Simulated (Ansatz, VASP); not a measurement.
One calculation of TaN, two programs

```xyz
2
Lattice="2.9285 0.0000 0.0000 -1.4643 2.5362 0.0000 0.0000 0.0000 2.8808" Properties=species:S:1:pos:R:3 pbc="T T T"
Ta    0.0000    1.6908    1.4404
N     0.0000    0.0000    0.0000
```

Alike in both runs: functional PBE; dispersion D3(BJ); k mesh 18 × 18 × 14; occupations gaussian, width 0.1 eV; no spin polarisation.

Ansatz relaxed the structure, and its values are those at the end. VASP's run is a single point on that final structure, the one shown.

|  | VASP | Ansatz |
| --- | --- | --- |
| version | VASP 6.6.1 | Ansatz 0.2.0 |
| potentials or method | VASP PAW PBE potentials, release 64 (Ta_pv, N), cutoff 520 eV | scalar-relativistic, plane waves, PAW |
| valence electrons in the cell | 16 | 18 |

Ansatz gave:

```
gap on the k mesh at the Fermi level (eV) : none
pressure (GPa)                            : 0.0
```

Problem. Estimate VASP's values.

Solution. gap on the k mesh at the Fermi level (eV): none; pressure (GPa): 0.7.

A gap of «none» marks a metal or a gap that the smearing closes. VASP's potentials hold 16 valence electrons a cell and Ansatz's 18, so a difference there can come from the potentials and not from the codes.

Spin-orbit coupling is off throughout.
